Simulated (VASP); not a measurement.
# NiSb (P6_3/mmc) in VASP: notebook

The runs below take NiSb through single point, with PBE.

Program: VASP 6.6.1. These are calculated values, not measurements. Logs are shortened: lines on timing, memory, paths and dates and some standing lists are left out, and cuts for length are marked.

## (1) The cell of the first run

It takes space group P6_3/mmc (No. 194, hexagonal). The conventional cell has a = 3.976 Å, b = 3.976 Å, c = 5.162 Å, α = 90.00°, β = 90.00°, γ = 120.00°. Ni (site symmetry -3m) has 2 Ni at 2.58 Å and 6 Sb at 2.63 Å within 3.4 Å. Within 3.5 Å of Sb (site symmetry -6m2) lie 6 Ni at 2.63 Å and 6 Sb at 3.45 Å.

## (2) Single point, PBE, collinear spin, ferromagnetic start

Input file INCAR:

```
ALGO = Normal
EDIFF = 1E-6
ENCUT = 520
GGA = PE
ISIF = 2
ISMEAR = -1
ISPIN = 2
LASPH = T
LCHARG = T
LELF = T
LMAXMIX = 4
LORBIT = 11
LREAL = F
LVHAR = T
LWAVE = F
MAGMOM = 1.5 1.5 0 0
NBANDS = 27
NELM = 150
PREC = Accurate
SIGMA = 0.05
```

Input file KPOINTS:

```
k-points
0
Gamma
  10 10 7
```

Input file POSCAR:

```
NiSb
1.0
    3.9756396064      0.0000000000      0.0000000000
   -1.9878198032      3.4430048955      0.0000000000
    0.0000000000      0.0000000000      5.1623530148
Ni Sb
2 2
Direct
    0.0000000000      0.0000000000      0.0000000000
    0.0000000000      0.0000000000      0.5000000000
    0.3333333333      0.6666666667      0.2500000000
    0.6666666667      0.3333333333      0.7500000000
```

Potentials or basis: VASP PAW PBE potentials, release 64 (Ni, Sb).

The run is started by

```
$ cat potpaw_PBE.64/Ni/POTCAR potpaw_PBE.64/Sb/POTCAR > POTCAR
$ mpirun -np 1 vasp_std > vasp.out
```

OUTCAR:

```text
EDIFF = 1E-6
   ENCUT = 520
   GGA = PE
   ISIF = 2
   ISMEAR = -1
   ISPIN = 2
   LASPH = T
   LORBIT = 11
   LREAL = F
   NELM = 150
   PREC = Accurate

 ion  position               nearest neighbor table
   1  0.000  0.000  0.000-   2 2.58   2 2.58   4 2.63   3 2.63   4 2.63   3 2.63   4 2.63   3 2.63

   2  0.000  0.000  0.500-   1 2.58   1 2.58   4 2.63   3 2.63   4 2.63   3 2.63   4 2.63   3 2.63

   3  0.333  0.667  0.250-   1 2.63   2 2.63   1 2.63   2 2.63   1 2.63   2 2.63   4 3.45   4 3.45
                             4 3.45   4 3.45   4 3.45   4 3.45
   4  0.667  0.333  0.750-   1 2.63   2 2.63   1 2.63   2 2.63   1 2.63   2 2.63   3 3.45   3 3.45
                             3 3.45   3 3.45   3 3.45   3 3.45

  LATTYP: Found a hexagonal cell.
 ALAT       =     3.9756396064
 C/A-ratio  =     1.2984962235

  Lattice vectors:

 A1 = (   3.9756396064,   0.0000000000,   0.0000000000)
 A2 = (  -1.9878198032,   3.4430048955,   0.0000000000)
 A3 = (   0.0000000000,   0.0000000000,   5.1623530148)

Analysis of symmetry for initial positions (statically):
=====================================================================
 Subroutine PRICEL returns:
 Original cell was already a primitive cell.

 Routine SETGRP: Setting up the symmetry group for a
 hexagonal supercell.

 Subroutine GETGRP returns: Found 24 space group operations
 (whereof 12 operations were pure point group operations)
 out of a pool of 24 trial point group operations.

The static configuration has the point symmetry D_3d.
 The point group associated with its full space group is D_6h.

Analysis of symmetry for dynamics (positions and initial velocities):
=====================================================================
 Subroutine PRICEL returns:
 Original cell was already a primitive cell.

 Routine SETGRP: Setting up the symmetry group for a
 hexagonal supercell.

 Subroutine GETGRP returns: Found 24 space group operations
 (whereof 12 operations were pure point group operations)
 out of a pool of 24 trial point group operations.

The dynamic configuration has the point symmetry D_3d.
 The point group associated with its full space group is D_6h.

Analysis of structural, dynamic, and magnetic symmetry:
=====================================================================
 Subroutine PRICEL returns:
 Original cell was already a primitive cell.

 Routine SETGRP: Setting up the symmetry group for a
 hexagonal supercell.

 Subroutine GETGRP returns: Found 24 space group operations
 (whereof 12 operations were pure point group operations)
 out of a pool of 24 trial point group operations.

The overall configuration has the point symmetry D_3d.
 The point group associated with its full space group is D_6h.

 Subroutine INISYM returns: Found 24 space group operations
 (whereof 12 operations are pure point group operations),
 and found     1 'primitive' translations

----------------------------------------------------------------------------------------

                                     Primitive cell

  volume of cell :      70.6630

  direct lattice vectors                    reciprocal lattice vectors
     3.975639606  0.000000000  0.000000000     0.251531854  0.145221983  0.000000000
    -1.987819803  3.443004896  0.000000000     0.000000000  0.290443967  0.000000000
     0.000000000  0.000000000  5.162353015     0.000000000  0.000000000  0.193710116

  length of vectors
     3.975639606  3.975639606  5.162353015     0.290443967  0.290443967  0.193710116

  position of ions in fractional coordinates (direct lattice)
     0.000000000  0.000000000  0.000000000
     0.000000000  0.000000000  0.500000000
     0.333333333  0.666666667  0.250000000
     0.666666667  0.333333333  0.750000000

  ion indices of the primitive-cell ions
   primitive index   ion index
                 1           1
                 2           2
                 3           3
                 4           4

----------------------------------------------------------------------------------------

 KPOINTS: k-points

Automatic generation of k-mesh.
 Grid dimensions read from file:
 generate k-points for:   10   10    7

 Generating k-lattice:

  Cartesian coordinates                     Fractional coordinates (reciprocal lattice)
     0.025153185  0.014522198  0.000000000     0.100000000  0.000000000  0.000000000
     0.000000000  0.029044397  0.000000000     0.000000000  0.100000000  0.000000000
     0.000000000  0.000000000  0.027672874     0.000000000  0.000000000  0.142857143

  Length of vectors
     0.029044397  0.029044397  0.027672874

  Shift w.r.t. Gamma in fractional coordinates (k-lattice)
     0.000000000  0.000000000  0.000000000

 Subroutine IBZKPT returns following result:
 ===========================================

 Found     56 irreducible k-points:

 Following reciprocal coordinates:
            Coordinates               Weight
  0.000000  0.000000  0.000000      1.000000
  0.100000 -0.000000  0.000000      6.000000
  0.200000 -0.000000  0.000000      6.000000
  0.300000 -0.000000  0.000000      6.000000
  0.400000  0.000000  0.000000      6.000000
  0.500000  0.000000  0.000000      3.000000
[... 16 lines left out ...]
  0.300000  0.100000  0.142857     24.000000
  0.400000  0.100000  0.142857     24.000000
 [... further k-points ...]
   k-points           NKPTS =     56   k-points in BZ     NKDIM =     56   number of bands    NBANDS=     27
   number of dos      NEDOS =    301   number of ions     NIONS =      4
   total plane-waves  NPLWV =  36000
   dimension x,y,z NGX =    30 NGY =   30 NGZ =   40
   dimension x,y,z NGXF=    60 NGYF=   60 NGZF=   80
   ions per type =               2   2
   NGX,Y,Z   is equivalent  to a cutoff of  12.54, 12.54, 12.88 a.u.
   NGXF,Y,Z  is equivalent  to a cutoff of  25.09, 25.09, 25.76 a.u.
 SYSTEM =  unknown system
   PREC   = accura    normal or accurate (medium, high low for compatibility)
   ISTART =      0    job   : 0-new  1-cont  2-samecut
   ICHARG =      2    charge: 1-file 2-atom 10-const
   ISPIN  =      2    spin polarized calculation?
   LNONCOLLINEAR =      F non collinear calculations
   LSORBIT =      F    spin-orbit coupling
   LASPH  =      T    aspherical Exc in radial PAW
   ENCUT  =  520.0 eV  38.22 Ry    6.18 a.u.   7.39  7.39  9.60*2*pi/ulx,y,z
   NELM   =    150;   NELMIN=  2; NELMDL= -5     # of ELM steps
   EDIFF  = 0.1E-05   stopping-criterion for ELM
   LREAL  =      F    real-space projection
   EDIFFG = 0.1E-04   stopping-criterion for IOM
   NSW    =      0    number of steps for IOM
   IBRION =     -1    ionic relax: 0-MD 1-quasi-New 2-CG
   NFREE  =      0    steps in history (QN), initial steepest desc. (CG)
   ISIF   =      2    stress and relaxation
   ISYM   =      2    0-nonsym 1-usesym 2-fastsym
   POTIM  = 0.5000    time-step for ionic-motion
   TEBEG  =    0.0;   TEEND  =   0.0 temperature during run
   PSTRESS=    0.0 pullay stress
   NELECT =      30.0000    total number of electrons
   NUPDOWN=      -1.0000    fix difference up-down
   EMIN   =  10.00;   EMAX   =-10.00  energy-range for DOS
   EFERMI =   0.00;   METHOD = LEGACY
   ISMEAR =    -1;   SIGMA  =   0.05  broadening in eV -4-tet -1-fermi 0-gaus
   EFERMI_NEDOS =   21; number of points for ismear=-14 and -15
   IALGO  =     38    algorithm
   IMIX   =      4    mixing-type and parameters
     AMIX     =   0.40;   BMIX     =  1.00
     AMIX_MAG =   1.60;   BMIX_MAG =  1.00
  volume/ion in A,a.u.               =      17.67       119.21
  Fermi-wavevector in a.u.,A,eV,Ry     =   1.230414  2.325145 20.598101  1.513918
  Thomas-Fermi vector in A             =   2.365263
   LORBIT       =     11    0 simple, 1 ext, 2 COOP (PROOUT), +10 PAW based schemes
   GGA     = PE    functional components
   LHFCALC =     F    Hartree Fock is set to
   AEXX    =    0.0000 exact exchange contribution
   IVDW    =     0    specifies the selected vdW correction
   LEPSILON=     F    determine dielectric tensor
   LRPA    =     F    only Hartree local field effects (RPA)
 spin polarized calculation
  energy-cutoff  :      520.00
  volume of cell :       70.66
 maximum number of plane-waves:      1922
 NGX is ok and might be reduce to    30
   NGX = 15   NGY = 15   NGZ = 19

 number of electron      30.0000012 magnetization       0.0018131

 number of electron      30.0000012 magnetization      -0.0000230

 Free energy of the ion-electron system (eV)
  ---------------------------------------------------
  ext. energy  EPLUGINS =         0.00000000
  ---------------------------------------------------
  free energy    TOTEN  =       -20.31607462 eV

  energy without entropy =      -20.29626322  energy(sigma->0) =      -20.30616892

 E-fermi :   9.5539     XC(G=0): -11.3707

 val. band max:        9.5398677057   @ k =   0.4000   0.1000   0.4286
 cond. band min:       9.5577487406   @ k =   0.1000  -0.0000   0.1429
 fundamental gap:      0.0178810349
 Fermi energy:         9.5539006021

 spin component 1

 k-point     1 :       0.0000    0.0000    0.0000
  band No.  band energies     occupation
      1      -3.1400      1.00000
      2       1.2405      1.00000
      3       3.5522      1.00000
      4       5.8025      1.00000
      5       5.8025      1.00000
      6       6.5545      1.00000
[... 19 lines left out ...]
     26      19.1551      0.00000
     27      19.1551      0.00000

 k-point     2 :       0.1000   -0.0000    0.0000
  band No.  band energies     occupation
      1      -3.0185      1.00000
      2       1.2321      1.00000
      3       3.6895      1.00000
      4       5.7756      1.00000
      5       5.8281      1.00000
      6       6.5059      1.00000
[... 652 lines left out ...]
 k-point    24 :       0.4000    0.1000    0.1429
  band No.  band energies     occupation
      1      -0.8172      1.00000
      2       0.2023      1.00000
      3       3.6587      1.00000
      4       5.3090      1.00000
      5       5.8454      1.00000
      6       6.2433      1.00000
[... 19 lines left out ...]
     26      22.1456      0.00000
     27      22.6375      0.00000

 [... further k-points ...]

 spin component 2

 k-point     1 :       0.0000    0.0000    0.0000
  band No.  band energies     occupation
      1      -3.1400      1.00000
      2       1.2405      1.00000
      3       3.5522      1.00000
      4       5.8026      1.00000
      5       5.8026      1.00000
      6       6.5547      1.00000
[... 19 lines left out ...]
     26      19.1551      0.00000
     27      19.1551      0.00000

 k-point     2 :       0.1000   -0.0000    0.0000
  band No.  band energies     occupation
      1      -3.0185      1.00000
      2       1.2320      1.00000
      3       3.6895      1.00000
      4       5.7757      1.00000
      5       5.8281      1.00000
      6       6.5061      1.00000
[... 652 lines left out ...]
 k-point    24 :       0.4000    0.1000    0.1429
  band No.  band energies     occupation
      1      -0.8172      1.00000
      2       0.2023      1.00000
      3       3.6587      1.00000
      4       5.3090      1.00000
      5       5.8454      1.00000
      6       6.2433      1.00000
[... 19 lines left out ...]
     26      22.1456      0.00000
     27      22.6460      0.00000

 [... further k-points ...]

------------------------ aborting loop because EDIFF is reached ----------------------------------------

  FORCE on cell =-STRESS in cart. coord.  units (eV):
  Direction    XX          YY          ZZ          XY          YZ          ZX
  --------------------------------------------------------------------------------------
  -------------------------------------------------------------------------------------
  Total       -0.0832070     -0.0832070     -0.0168979      0.0000000     -0.0000000      0.0000000
  in kB       -1.8865925     -1.8865925     -0.3831335      0.0000000     -0.0000000      0.0000000
  external PRESSURE =      -1.3854395 kB  Pullay stress =       0.0000000 kB

 VOLUME and BASIS-vectors are now :
 -----------------------------------------------------------------------------
  energy-cutoff  :      520.00
  volume of cell :       70.66
      direct lattice vectors                 reciprocal lattice vectors
     3.975639606  0.000000000  0.000000000     0.251531854  0.145221983  0.000000000
    -1.987819803  3.443004896  0.000000000     0.000000000  0.290443967  0.000000000
     0.000000000  0.000000000  5.162353015     0.000000000  0.000000000  0.193710116

 POSITION                                       TOTAL-FORCE (eV/Angst)
 -----------------------------------------------------------------------------------
      0.00000      0.00000      0.00000        -0.000000      0.000000     -0.000000
      0.00000      0.00000      2.58118         0.000000      0.000000     -0.000000
     -0.00000      2.29534      1.29059        -0.000000     -0.000000      0.000000
      1.98782      1.14767      3.87176         0.000000      0.000000     -0.000000
 -----------------------------------------------------------------------------------
    total drift:                                0.000000      0.000000     -0.000000

  FREE ENERGIE OF THE ION-ELECTRON SYSTEM (eV)
  ---------------------------------------------------
  free  energy   TOTEN  =       -20.3160746185 eV

  energy  without entropy=      -20.2962632202  energy(sigma->0) =      -20.30616892

 total charge

# of ion       s       p       d       tot
------------------------------------------
    1        0.439   0.457   8.449   9.345
    2        0.439   0.457   8.449   9.345
    3        1.137   1.202   0.070   2.409
    4        1.137   1.202   0.070   2.409
--------------------------------------------------
tot          3.152   3.319  17.038  23.508

 magnetization (x)

# of ion       s       p       d       tot
------------------------------------------
    1        0.000   0.000   0.000   0.000
    2        0.000   0.000   0.000   0.000
    3        0.000  -0.000  -0.000  -0.000
    4        0.000  -0.000  -0.000  -0.000
--------------------------------------------------
tot          0.000  -0.000   0.000   0.000
```

Wall time 92 s (1 thread of Intel Xeon 6975P-C (Granite Rapids), shared host); peak memory 0.31 GiB.

What came out:

```yaml
Free_energy: -20.3161 eV
Pressure: -0.1 GPa
Band_gap_on_the_k_mesh: zero (filled and empty bands overlap)
Net_moment: 0.00 μB per cell
Valence_electrons_inside_the_program's_atomic_spheres: Ni 9.35; Sb 2.41
```

Stress tensor (GPa, compression positive):
```
-0.19  0.00  0.00
 0.00 -0.19  0.00
 0.00  0.00 -0.04
```

Levels at points of the mesh, in eV from the Fermi level:
Spin up:
```tsv
k point	band 12	band 13	band 14	band 15	band 16	band 17	band 18	band 19
(0.00, 0.00, 0.00)	-1.23	0.02	0.59	0.59	2.42	2.42	3.12	3.94
(0.50, 0.00, 0.00)	-1.74	-1.49	-1.29	-1.22	-0.37	1.15	3.44	3.88
```
Spin down:
| k point | band 13 | band 14 | band 15 | band 16 | band 17 | band 18 |
| --- | --- | --- | --- | --- | --- | --- |
| (0.00, 0.00, 0.00) | 0.02 | 0.59 | 0.59 | 2.42 | 2.42 | 3.12 |
| (0.50, 0.00, 0.00) | -1.49 | -1.29 | -1.22 | -0.37 | 1.15 | 3.44 |

Caveat: the moments typed at the start vanished in this run; spin-orbit coupling is left out, which moves the levels of the heavy elements.

[end of part 1 of 2]
